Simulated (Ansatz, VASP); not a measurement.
NiO: VASP beside Ansatz

```xyz
2
Lattice="0.0000 2.1085 2.1085 2.1085 0.0000 2.1085 2.1085 2.1085 0.0000" Properties=species:S:1:pos:R:3 pbc="T T T"
Ni    0.0000    0.0000    0.0000
O     2.1085    2.1085    2.1085
```

Alike in both runs: functional PBE; k mesh 16 × 16 × 16; occupations fermi-dirac, width 0.03 eV; collinear spin.

Ansatz relaxed the structure, and its values are those at the end. VASP's run is a single point on that final structure, the one shown.

```csv
,VASP,Ansatz
version,VASP 6.6.1,Ansatz 0.2.0
potentials or method,"VASP PAW PBE potentials, release 64 (Ni, O)","PAW with Ansatz's default frozen-core files, scalar-relativistic"
plane-wave cutoff (eV),520,420
valence electrons in the cell,16,24
```

```csv
,VASP,Ansatz,Ansatz less VASP
pressure (GPa),-0.4,0.0,+0.43
net moment per atom (μB),0.89,0.91,+0.018
size of the moment on the site where the two differ most (μB),0.27,0.30,+0.023
```

Site moments also hang on the region over which each program counts them. VASP's potentials hold 16 valence electrons a cell and Ansatz's 24, so a difference there can come from the potentials and not from the codes.
